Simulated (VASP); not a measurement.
A run of VASP 6.6.1:

Contents of INCAR:

```
ALGO = Normal ; EDIFF = 1E-7
EDIFFG = -0.03 ; ENCUT = 750
GGA = PE ; GGA_COMPAT = False
IBRION = 2 ; ISIF = 3
ISMEAR = 0 ; LASPH = True
LCHARG = False ; LREAL = False
LWAVE = False ; NELM = 120
NELMIN = 4 ; NSW = 80
PREC = Accurate ; PSTRESS = 100.0
SIGMA = 0.01
```

Contents of KPOINTS:

```
k-points
0
Gamma
  6 6 6
```

POSCAR

```
Li2S
1.0
    0.0000000000      2.8445000000      2.8445000000
    2.8445000000      0.0000000000      2.8445000000
    2.8445000000      2.8445000000      0.0000000000
Li S
2 1
Direct
    0.2500000000      0.2500000000      0.2500000000
    0.7500000000      0.7500000000      0.7500000000
    0.0000000000      0.0000000000      0.0000000000
```

Potentials or basis: VASP PAW PBE potentials, release 64 (Li_sv, S).

Run with:

```console
$ cat potpaw_PBE.64/Li_sv/POTCAR potpaw_PBE.64/S/POTCAR > POTCAR
$ mpirun -np 1 vasp_std > vasp.out
```

Hardware: 1 thread of Intel(R) Xeon(R) Platinum 8559C (Emerald Rapids) (shared host).

Estimate the wall time of this run.

Wall time 31 s on 1 thread of Intel(R) Xeon(R) Platinum 8559C (Emerald Rapids) (shared host), peak memory 0.2 GiB. Counts: scf iterations 32, k points 16, ion steps 3.
